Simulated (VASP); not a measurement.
A run of VASP 6.6.1:

File INCAR:

```
SYSTEM = Ti
PREC = Accurate
ENCUT = 600
EDIFF = 1E-6
ISMEAR = -1
SIGMA = 0.08
LREAL = .False.
LASPH = .True.
NELM = 80
ALGO = Normal
ISIF = 3
LWAVE = .False.
LCHARG = .False.
GGA = PS
IBRION = 2
NSW = 32
EDIFFG = -0.005
PSTRESS = 5.8999999999999995
```

File KPOINTS:

```
Automatic mesh
0
Gamma
  15 15 15
  0 0 0
```

File POSCAR:

```
Ti
1.0
    2.5894490056      0.0000000000      0.0000000000
    0.0000000000      2.5894490056      0.0000000000
    0.0000000000      0.0000000000      2.5894490056
Ti
1
Direct
    0.0000000000      0.0000000000      0.0000000000
```

Potentials or basis: VASP PAW PBE potentials, release 64 (Ti_sv).

Launch:

```bash
$ cat potpaw_PBE.64/Ti_sv/POTCAR > POTCAR
$ mpirun -np 1 vasp_std > vasp.out
```

Hardware: 1 thread of AMD EPYC 7R13, with other jobs on the host.

Q: How long does it take, and how much memory?

A: Run time: 80 s on 1 thread of AMD EPYC 7R13, with other jobs on the host, peak memory 0.13 GiB. Counts: scf iterations 19, k points 120, ion steps 2.
